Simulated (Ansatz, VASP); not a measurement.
Two plane-wave programs on Sn2Te3Pt

INCAR

```
SYSTEM = Sn2Te3Pt
PREC = Accurate ; ENCUT = 600
EDIFF = 1E-6 ; ISMEAR = 0
SIGMA = 0.1 ; LREAL = .False.
LASPH = .True. ; NELM = 60
ALGO = Normal ; ISIF = 3
LWAVE = .False. ; LCHARG = .False.
GGA = PE ; IBRION = 2
NSW = 90 ; EDIFFG = -0.04
```

KPOINTS

```
regular mesh
0
Gamma
  4 4 2
  0 0 0
```

The input POSCAR:

```
Sn2Te3Pt
1.0
    3.8141564500      0.0000000000      0.0000000000
    0.0000000000      3.8141564500      0.0000000000
    0.0000000000      0.0000000000     11.5478747300
Sn Te Pt
2 3 1
Direct
    0.5000000000      0.5000000000      0.3248246900
    0.5000000000      0.5000000000      0.6751753100
    0.0000000000      0.0000000000      0.8390681100
    0.0000000000      0.0000000000      0.1609318900
    0.0000000000      0.0000000000      0.5000000000
    0.5000000000      0.5000000000      0.0000000000
```

Input for Ansatz:

```yaml
crystal:
  lattice:
    - [3.81415645, 0.0, 0.0]
    - [0.0, 3.81415645, 0.0]
    - [0.0, 0.0, 11.54787473]
  atoms:
    - { symbol: Sn, position: [0.5, 0.5, 0.32482469] }
    - { symbol: Sn, position: [0.5, 0.5, 0.67517531] }
    - { symbol: Te, position: [0.0, 0.0, 0.83906811] }
    - { symbol: Te, position: [0.0, 0.0, 0.16093189] }
    - { symbol: Te, position: [0.0, 0.0, 0.5] }
    - { symbol: Pt, position: [0.5, 0.5, 0.0] }
basis:
  ecutwfc: 420
kpoints:
  mp_grid: { grid: [4, 4, 2] }
hamiltonian:
  xc: pbe
scf:
  occupations: { method: gaussian, width: 0.1 }
  lower_state_search: "off"
output:
  forces: true
  stress: true
  eigenvalues: true
relax:
  adjacent_minimum: "off"
  f_tol: 0.04
  max_steps: 70
  cell: { stress_tol: 0.4 }
```

Change from the starting cell: species swapped into the Li3Tl2Cd type (P4/mmm, No. 123).

Alike in both runs: task relaxation of cell and atoms; functional PBE; k mesh 4 × 4 × 2; occupations gaussian, width 0.1 eV; no spin polarisation.

|  | VASP | Ansatz |
| --- | --- | --- |
| version | VASP 6.6.1 | Ansatz 0.2.0 |
| potentials or method | VASP PAW PBE potentials, release 64 (Sn_d, Te, Pt), cutoff 600 eV | scalar-relativistic, plane waves, PAW |
| valence electrons in the cell | 56 | 94 |

|  | VASP | Ansatz | Ansatz less VASP |
| --- | --- | --- | --- |
| gap on the k mesh at the Fermi level, each at its own relaxed structure (eV) | none | none | - |
| relaxed volume (Å³/atom) | 25.96 | 25.95 | -0.012 |
| relaxed cell length with the largest relative difference (Å) | 11.488 | 11.453 | -0.0351 |

A gap of «none» marks a metal or a gap that the smearing closes. VASP's potentials hold 56 valence electrons a cell and Ansatz's 94, so a difference there can come from the potentials and not from the codes.

The k mesh is coarse, so the values compare programs but aren't converged. Neither program's run includes spin-orbit coupling.
